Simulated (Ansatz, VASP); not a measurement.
**Ta: VASP beside Ansatz**

Contents of INCAR:

```
PREC = Accurate
ENCUT = 520
EDIFF = 1E-6
ISMEAR = 0
SIGMA = 0.15
LREAL = False
LASPH = True
NELM = 60
ALGO = Fast
ISIF = 2
LWAVE = False
LCHARG = False
GGA = PS
NBANDS = 18
```

Contents of KPOINTS:

```
regular mesh
0
Gamma
  18 18 10
```

The input POSCAR:

```
Ta
1.0
   -1.6512800000      1.6512800000      1.6512800000
    1.6512800000     -1.6512800000      1.6512800000
    3.3025600000      3.3025600000      0.0000000000
Ta
2
Direct
    0.0096348909     -0.0096348909      0.0000000000
    0.4903651091      0.5096348909      0.5000000000
```

Input for Ansatz:

```yaml
crystal:
  lattice:
    - [-1.65128, 1.65128, 1.65128]
    - [1.65128, -1.65128, 1.65128]
    - [3.30256, 3.30256, 0.0]
  atoms:
    - { symbol: Ta, position: [0.0096348909, -0.0096348909, 0.0] }
    - { symbol: Ta, position: [0.4903651091, 0.5096348909, 0.5] }
basis:
  ecutwfc: 420
kpoints:
  mp_grid: { grid: [18, 18, 10] }
hamiltonian:
  xc: pbesol
scf:
  occupations: { method: gaussian, width: 0.15 }
output:
  forces: true
  stress: true
  eigenvalues: true
```

Change from the starting cell: mode 4 (90.6 1/cm) frozen in, largest displacement +0.045 Å.

Alike in both runs: task single point; functional PBEsol; k mesh 18 × 18 × 10; occupations gaussian, width 0.15 eV; no spin polarisation.

```csv
,VASP,Ansatz
version,VASP 6.6.1,Ansatz 0.2.0
potentials or method,"VASP PAW PBE potentials, release 64 (Ta_pv), cutoff 520 eV","scalar-relativistic, plane waves, PAW"
valence electrons in the cell,22,26
```

Ansatz gave:

- gap on the k mesh at the Fermi level (eV): none
- pressure (GPa): -3.8
- traceless stress, the component that is largest in VASP (GPa): 0.10
- rms of the force components (eV/Å): 0.142

Which values does VASP return?

gap on the k mesh at the Fermi level (eV): none; pressure (GPa): -3.7; traceless stress, the component that is largest in VASP (GPa): 0.10; rms of the force components (eV/Å): 0.142.

VASP's potentials were made for PBE, not for PBEsol. Atom by atom the forces differ by 0.000 eV/Å (rms over components). A gap of «none» marks a metal or a gap that the smearing closes. The functional is the same, so the differences come from potentials, cutoffs and numerics. VASP's potentials hold 22 valence electrons a cell and Ansatz's 26, so a difference there can come from the potentials and not from the codes.

Spin-orbit coupling is off throughout.
